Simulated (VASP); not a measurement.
Ge: single point with PBEsol

Ge:

```
Ge
1.0
    -2.46217    2.61504    1.41753
     2.46217   -2.61504    1.41753
     2.46217    2.61504   -1.41753
Ge
2
Direct
  0.31406 0.06406 0.25000
  0.68594 0.93594 0.75000
```

```
Program             : VASP 6.6.1
Task                : single point
Functional          : PBEsol
Potentials or basis : VASP PAW PBE potentials, release 64 (Ge_d)
Cutoff              : 520 eV
k mesh              : 11 × 11 × 11
Occupations         : fermi-dirac, width 0.05 eV
Spin                : no spin polarisation
```

```json
{
 "Pressure": "0.6 GPa",
 "Largest force": "0.055 eV/Å",
 "Band gap on the k mesh": "zero (band 14 reaches 9.08 eV, above the bottom of band 15 at 3.53 eV)"
}
```

Forces in eV/Å, atoms in the order of the input:
```
Ge   0.000  0.000  0.055
Ge   0.000  0.000 -0.055
```

Stress tensor (GPa, compression positive):
```
 1.83  0.00  0.00
 0.00 -0.37  0.00
 0.00  0.00  0.26
```

Levels at points of the mesh, in eV from the Fermi level:
```
           k point  band 11  band 12  band 13  band 14  band 15  band 16  band 17  band 18
(0.00, 0.00, 0.00)   -13.48    -3.69    -2.49    -2.02     3.33     7.16     7.44     8.20
```

Wall time 2.7 min on 1 thread of Intel(R) Xeon(R) 6975P-C (Granite Rapids), with other jobs on the host, peak memory 0.26 GiB.

Caveat: the PAW data sets were made with another functional, which shifts forces and pressure a little.
